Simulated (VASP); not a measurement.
# Y3C2 (Cmmm) in VASP: further runs, part 2 of 3

VASP 6.6.1. Earlier steps stand in the parts before.

### 3 Single point, PBE

This run uses another cell than the first one, of 16.81 Å³/atom.

INCAR reads:

```
  PREC = Accurate
  ENCUT = 520
  EDIFF = 1E-7
  ISMEAR = 0
  SIGMA = 0.1
  LREAL = F
  LASPH = T
  NELM = 60
  ALGO = Normal
  ISIF = 2
  LWAVE = F
  LCHARG = F
  GGA = PE
  NBANDS = 28
```

KPOINTS reads:

```
regular mesh
0
Gamma
  6 6 4
```

POSCAR reads:

```
Y3C2
1.0
    2.0050435600     -3.5288928600      0.0000000000
    2.0050435600      3.5288928600      0.0000000000
    0.0000000000      0.0000000000      5.9391819600
Y C
3 2
Direct
    0.0000000000      0.0000000000      0.5000000000
    0.6756455700      0.3243544300      0.5000000000
    0.3243544300      0.6756455700      0.5000000000
    0.6657450500      0.6657450500      0.0000000000
    0.3342549500      0.3342549500      0.0000000000
```

Potentials or basis: VASP PAW PBE potentials, release 64 (Y_sv, C).

Run with:

```sh
$ cat potpaw_PBE.64/Y_sv/POTCAR potpaw_PBE.64/C/POTCAR > POTCAR
$ mpirun -np 1 vasp_std > vasp.out
```

OUTCAR:

```text
PREC = Accurate
   ENCUT = 520
   EDIFF = 1E-7
   ISMEAR = 0
   LREAL = F
   LASPH = T
   NELM = 60
   ISIF = 2
   GGA = PE

 ion  position               nearest neighbor table
   1  0.000  0.000  0.500-   2 2.29   3 2.29   2 2.36   3 2.36   2 2.36   3 2.36
   2  0.676  0.324  0.500-   3 2.26   3 2.26   1 2.29   1 2.36   1 2.36   3 2.48
   3  0.324  0.676  0.500-   2 2.26   2 2.26   1 2.29   1 2.36   1 2.36   2 2.48
   4  0.666  0.666  0.000-   5 1.33
   5  0.334  0.334  0.000-   4 1.33

  LATTYP: Found a base centered orthorhombic cell.
 ALAT       =     4.0100871200
 B/A-ratio  =     1.7600080768
 C/A-ratio  =     1.4810605810

  Lattice vectors:

 A1 = (   2.0050435600,  -3.5288928600,   0.0000000000)
 A2 = (   2.0050435600,   3.5288928600,   0.0000000000)
 A3 = (   0.0000000000,   0.0000000000,   5.9391819600)

Analysis of symmetry for initial positions (statically):
=====================================================================
 Subroutine PRICEL returns:
 Original cell was already a primitive cell.

 Routine SETGRP: Setting up the symmetry group for a
 base centered orthorhombic supercell.

 Subroutine GETGRP returns: Found  8 space group operations
 (whereof  8 operations were pure point group operations)
 out of a pool of  8 trial point group operations.

The static configuration has the point symmetry D_2h.

Analysis of symmetry for dynamics (positions and initial velocities):
=====================================================================
 Subroutine PRICEL returns:
 Original cell was already a primitive cell.

 Routine SETGRP: Setting up the symmetry group for a
 base centered orthorhombic supercell.

 Subroutine GETGRP returns: Found  8 space group operations
 (whereof  8 operations were pure point group operations)
 out of a pool of  8 trial point group operations.

The dynamic configuration has the point symmetry D_2h.

 Subroutine INISYM returns: Found  8 space group operations
 (whereof  8 operations are pure point group operations),
 and found     1 'primitive' translations

----------------------------------------------------------------------------------------

                                     Primitive cell

  volume of cell :      84.0464

  direct lattice vectors                    reciprocal lattice vectors
     2.005043560 -3.528892860  0.000000000     0.249371141 -0.141687498  0.000000000
     2.005043560  3.528892860  0.000000000     0.249371141  0.141687498  0.000000000
     0.000000000  0.000000000  5.939181960     0.000000000  0.000000000  0.168373356

  length of vectors
     4.058729419  4.058729419  5.939181960     0.286812331  0.286812331  0.168373356

  position of ions in fractional coordinates (direct lattice)
     0.000000000  0.000000000  0.500000000
     0.675645570  0.324354430  0.500000000
     0.324354430  0.675645570  0.500000000
     0.665745050  0.665745050  0.000000000
     0.334254950  0.334254950  0.000000000

  ion indices of the primitive-cell ions
   primitive index   ion index
                 1           1
                 2           2
                 3           3
                 4           4
                 5           5

----------------------------------------------------------------------------------------

 KPOINTS: regular mesh

Automatic generation of k-mesh.
 Grid dimensions read from file:
 generate k-points for:    6    6    4

 Generating k-lattice:

  Cartesian coordinates                     Fractional coordinates (reciprocal lattice)
     0.041561857 -0.023614583  0.000000000     0.166666667 -0.000000000  0.000000000
     0.041561857  0.023614583  0.000000000    -0.000000000  0.166666667  0.000000000
     0.000000000  0.000000000  0.042093339     0.000000000  0.000000000  0.250000000

  Length of vectors
     0.047802055  0.047802055  0.042093339

  Shift w.r.t. Gamma in fractional coordinates (k-lattice)
     0.000000000  0.000000000  0.000000000

 Subroutine IBZKPT returns following result:
 ===========================================

 Found     39 irreducible k-points:

 Following reciprocal coordinates:
            Coordinates               Weight
  0.000000  0.000000  0.000000      1.000000
  0.166667  0.000000  0.000000      4.000000
  0.333333 -0.000000  0.000000      4.000000
  0.500000 -0.000000  0.000000      2.000000
  0.166667  0.166667  0.000000      2.000000
  0.333333  0.166667  0.000000      4.000000
[... 16 lines left out ...]
  0.333333  0.333333  0.250000      4.000000
  0.500000  0.333333  0.250000      8.000000
 [... further k-points ...]
   k-points           NKPTS =     39   k-points in BZ     NKDIM =     39   number of bands    NBANDS=     28
   number of dos      NEDOS =    301   number of ions     NIONS =      5
   total plane-waves  NPLWV =  43200
   dimension x,y,z NGX =    30 NGY =   30 NGZ =   48
   dimension x,y,z NGXF=    60 NGYF=   60 NGZF=   96
   ions per type =               3   2
   NGX,Y,Z   is equivalent  to a cutoff of  12.29, 12.29, 13.44 a.u.
   NGXF,Y,Z  is equivalent  to a cutoff of  24.58, 24.58, 26.87 a.u.
 SYSTEM =  unknown system
   PREC   = accura    normal or accurate (medium, high low for compatibility)
   ISTART =      0    job   : 0-new  1-cont  2-samecut
   ICHARG =      2    charge: 1-file 2-atom 10-const
   ISPIN  =      1    spin polarized calculation?
   LNONCOLLINEAR =      F non collinear calculations
   LSORBIT =      F    spin-orbit coupling
   LASPH  =      T    aspherical Exc in radial PAW
   ENCUT  =  520.0 eV  38.22 Ry    6.18 a.u.   7.55  7.55 11.04*2*pi/ulx,y,z
   NELM   =     60;   NELMIN=  2; NELMDL= -5     # of ELM steps
   EDIFF  = 0.1E-06   stopping-criterion for ELM
   LREAL  =      F    real-space projection
   EDIFFG = 0.1E-05   stopping-criterion for IOM
   NSW    =      0    number of steps for IOM
   IBRION =     -1    ionic relax: 0-MD 1-quasi-New 2-CG
   NFREE  =      0    steps in history (QN), initial steepest desc. (CG)
   ISIF   =      2    stress and relaxation
   ISYM   =      2    0-nonsym 1-usesym 2-fastsym
   POTIM  = 0.5000    time-step for ionic-motion
   TEBEG  =    0.0;   TEEND  =   0.0 temperature during run
   PSTRESS=    0.0 pullay stress
   NELECT =      41.0000    total number of electrons
   NUPDOWN=      -1.0000    fix difference up-down
   EMIN   =  10.00;   EMAX   =-10.00  energy-range for DOS
   EFERMI =   0.00;   METHOD = LEGACY
   ISMEAR =     0;   SIGMA  =   0.10  broadening in eV -4-tet -1-fermi 0-gaus
   EFERMI_NEDOS =   21; number of points for ismear=-14 and -15
   IALGO  =     38    algorithm
   IMIX   =      4    mixing-type and parameters
     AMIX     =   0.40;   BMIX     =  1.00
     AMIX_MAG =   1.60;   BMIX_MAG =  1.00
  volume/ion in A,a.u.               =      16.81       113.43
  Fermi-wavevector in a.u.,A,eV,Ry     =   1.288734  2.435353 22.597022  1.660834
  Thomas-Fermi vector in A             =   2.420669
   LORBIT       =      0    0 simple, 1 ext, 2 COOP (PROOUT), +10 PAW based schemes
   GGA     = PE    functional components
   LHFCALC =     F    Hartree Fock is set to
   AEXX    =    0.0000 exact exchange contribution
   IVDW    =     0    specifies the selected vdW correction
   LEPSILON=     F    determine dielectric tensor
   LRPA    =     F    only Hartree local field effects (RPA)
 non-spin polarized calculation
 Gauss-broadening in eV      SIGMA  =   0.10
  energy-cutoff  :      520.00
  volume of cell :       84.05
 maximum number of plane-waves:      2285
   NGX = 15   NGY = 15   NGZ = 23

 number of electron      40.9999998 magnetization

 Free energy of the ion-electron system (eV)
  ---------------------------------------------------
  ext. energy  EPLUGINS =         0.00000000
  ---------------------------------------------------
  free energy    TOTEN  =       -15.80512388 eV

  energy without entropy =      -15.79187667  energy(sigma->0) =      -15.79850027

 E-fermi :   3.6680     XC(G=0): -10.4582

 val. band max:        3.6671810089   @ k =   0.1667   0.1667   0.5000
 cond. band min:       3.6754874026   @ k =   0.5000  -0.0000   0.5000
 fundamental gap:      0.0083063937
 Fermi energy:         3.6680445979

 k-point     1 :       0.0000    0.0000    0.0000
  band No.  band energies     occupation
      1     -40.8590      2.00000
      2     -37.0659      2.00000
      3     -37.0090      2.00000
      4     -22.4211      2.00000
      5     -22.2774      2.00000
      6     -21.2092      2.00000
[... 20 lines left out ...]
     27       9.2798      0.00000
[... 691 lines left out ...]
      6     -19.4339      2.00000
[... 20 lines left out ...]
     27       9.1368      0.00000
     28       9.3891      0.00000

 [... further k-points ...]
[... 5 lines left out ...]
  --------------------------------------------------------------------------------------
  -------------------------------------------------------------------------------------
  Total       54.4115697     53.7983976    -13.6247920      0.0000000      0.0000000      0.0000000
  in kB     1037.2487628   1025.5598515   -259.7296628      0.0000000      0.0000000      0.0000000
  external PRESSURE =     601.0263172 kB  Pullay stress =       0.0000000 kB

 VOLUME and BASIS-vectors are now :
 -----------------------------------------------------------------------------
  energy-cutoff  :      520.00
  volume of cell :       84.05
      direct lattice vectors                 reciprocal lattice vectors
     2.005043560 -3.528892860  0.000000000     0.249371141 -0.141687498  0.000000000
     2.005043560  3.528892860  0.000000000     0.249371141  0.141687498  0.000000000
     0.000000000  0.000000000  5.939181960     0.000000000  0.000000000  0.168373356

 POSITION                                       TOTAL-FORCE (eV/Angst)
 -----------------------------------------------------------------------------------
      0.00000      0.00000      2.96959         0.000000     -0.000000      0.000000
      2.00504     -1.23967      2.96959         0.000000      3.526244      0.000000
      2.00504      1.23967      2.96959         0.000000     -3.526244      0.000000
      2.66970      0.00000      0.00000        -2.462308     -0.000000      0.000000
      1.34039      0.00000      0.00000         2.462308     -0.000000      0.000000
 -----------------------------------------------------------------------------------
    total drift:                                0.000000     -0.000000     -0.000000

  FREE ENERGIE OF THE ION-ELECTRON SYSTEM (eV)
  ---------------------------------------------------
  free  energy   TOTEN  =       -15.8051238831 eV

  energy  without entropy=      -15.7918766661  energy(sigma->0) =      -15.79850027
```

stdout:

```text
POSCAR found type information on POSCAR Y C
 POSCAR found :  2 types and       5 ions
 scaLAPACK will be used
 LDA part: xc-table for (Slater+PW92), standard interpolation
 POSCAR, INCAR and KPOINTS ok, starting setup
 FFT: planning ... GRIDC
 FFT: planning ... GRID_SOFT
 FFT: planning ... GRID
 WAVECAR not read
 entering main loop
```

Run time: 69 s. Hardware: 1 thread of Intel Xeon 6975P-C (Granite Rapids), shared host; peak memory 0.25 GiB.

Results:

```yaml
Free_energy: -15.8051 eV
Pressure: 60.1 GPa
Largest_force: 3.526 eV/Å
Band_gap_on_the_k_mesh: zero (an odd number of electrons rules out a gap without spin polarisation)
```

Forces in eV/Å, atoms in the order of the input:
```
Y    0.000  0.000  0.000
Y    0.000  3.526  0.000
Y    0.000 -3.526  0.000
C   -2.462  0.000  0.000
C    2.462  0.000  0.000
```

Stress tensor (GPa, compression positive):
```
103.72   0.00   0.00
  0.00 102.56   0.00
  0.00   0.00 -25.97
```

Caveat: the cell stands under pressure; forces of over 1 eV/Å act on the atoms, so gaps and moduli don't describe the material at rest.

### 4 Single point, PBE

INCAR reads:

```
ALGO     = Normal         # electronic algorithm
EDIFF    = 1E-7           # SCF threshold, eV
ENCUT    = 520            # plane-wave cutoff, eV
GGA      = PE             # functional
ISIF     = 2              # what is computed and relaxed
ISMEAR   = 0              # smearing method
LASPH    = T              # aspherical terms in the spheres
LCHARG   = F              # write CHGCAR
LREAL    = F              # projectors in reciprocal space
LWAVE    = F              # write WAVECAR
NBANDS   = 28             # bands
NELM     = 60             # most SCF steps
PREC     = Accurate       # precision mode
SIGMA    = 0.1            # smearing width, eV
```

KPOINTS reads:

```
k-points
0
Gamma
  6 6 4
```

POSCAR reads:

```
Y3C2
1.0
    2.7534778894     -5.7420579966      0.0000000000
    2.7534778894      5.7420579966      0.0000000000
    0.0000000000      0.0000000000      3.2890236310
Y C
3 2
Direct
    0.0000000000      0.0000000000      0.5000000000
    0.6524526970      0.3475473030      0.5000000000
    0.3475473030      0.6524526970      0.5000000000
    0.6308583062      0.6308583062      0.0000000000
    0.3691416938      0.3691416938      0.0000000000
```

Run with:

```sh
$ cat potpaw_PBE.64/Y_sv/POTCAR potpaw_PBE.64/C/POTCAR > POTCAR
$ mpirun -np 1 vasp_std > vasp.out
```

It took 65 s on 1 thread of Intel Xeon 6975P-C (Granite Rapids), shared host; peak memory 0.29 GiB.

It converged, with:

```yaml
Free_energy: -38.1994 eV
Pressure: -0.1 GPa
Largest_force: 0.036 eV/Å
Band_gap_on_the_k_mesh: zero (an odd number of electrons rules out a gap without spin polarisation)
```

Forces in eV/Å, atoms in the order of the input:
```
Y    0.000  0.000  0.000
Y    0.000  0.027  0.000
Y    0.000 -0.027  0.000
C    0.036  0.000  0.000
C   -0.036  0.000  0.000
```

Stress tensor (GPa, compression positive):
```
-0.16  0.00  0.00
 0.00  0.18  0.00
 0.00  0.00 -0.29
```

Levels at points of the mesh, in eV from the Fermi level:
```
           k point  band 18  band 19  band 20  band 21  band 22  band 23  band 24  band 25
(0.00, 0.00, 0.00)    -2.19    -0.76    -0.53    -0.39     0.52     0.61     1.11     2.55
(0.50, 0.00, 0.00)    -1.42    -1.16    -0.21    -0.02     0.24     0.25     1.64     2.04
(0.50, 0.50, 0.00)    -1.33    -1.12    -0.88    -0.07     0.44     0.49     0.89     1.84
(0.00, 0.00, 0.50)    -1.45    -0.66    -0.45     0.14     1.06     1.31     1.47     2.53
(0.50, 0.00, 0.50)    -2.26    -2.19     0.22     0.41     1.11     1.35     1.87     2.52
(0.50, 0.50, 0.50)    -0.96    -0.77    -0.68    -0.15     0.07     1.02     1.57     2.71
```

Caveat: the k points lie up to 0.48 Å⁻¹ apart, too coarse for converged energies and pressures of a metal.

[end of part 2 of 3]
